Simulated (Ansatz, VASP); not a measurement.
## One calculation of HfS2, two programs

```
CELL_PARAMETERS angstrom
3.60586 0.00000 0.00000
-1.80293 3.12277 0.00000
0.00000 0.00000 6.00120
ATOMIC_POSITIONS crystal
Hf 0.00000 0.00000 0.00000
S 0.66667 0.33333 0.74761
S 0.33333 0.66667 0.25239
```

Change from the starting cell: strain +0.0400 x Voigt [0, 0, 1, 0, 0, 0], atoms carried along.

Alike in both runs: task single point; functional PBE; dispersion D3(BJ); k mesh 12 × 12 × 6; occupations gaussian, width 0.05 eV; no spin polarisation.

|  | VASP | Ansatz |
| --- | --- | --- |
| version | VASP 6.6.1 | Ansatz 0.2.0 |
| potentials or method | VASP PAW PBE potentials, release 64 (Hf_pv, S), cutoff 500 eV | scalar-relativistic, plane waves, PAW |
| valence electrons in the cell | 22 | 38 |

|  | VASP | Ansatz | Ansatz less VASP |
| --- | --- | --- | --- |
| gap on the k mesh at the Fermi level (eV) | 0.88 | 0.87 | -0.015 |
| least direct gap on the mesh (eV) | 1.81 | 1.81 | -0.005 |
| pressure (GPa) | -4.0 | -3.5 | +0.57 |
| traceless stress, the component that is largest in VASP (GPa) | -1.94 | -1.99 | -0.050 |
| rms of the force components (eV/Å) | 0.332 | 0.301 | -0.0315 |

Atom by atom the forces differ by 0.031 eV/Å (rms over components). VASP's potentials hold 22 valence electrons a cell and Ansatz's 38, so a difference there can come from the potentials and not from the codes.

Neither program's run includes spin-orbit coupling.
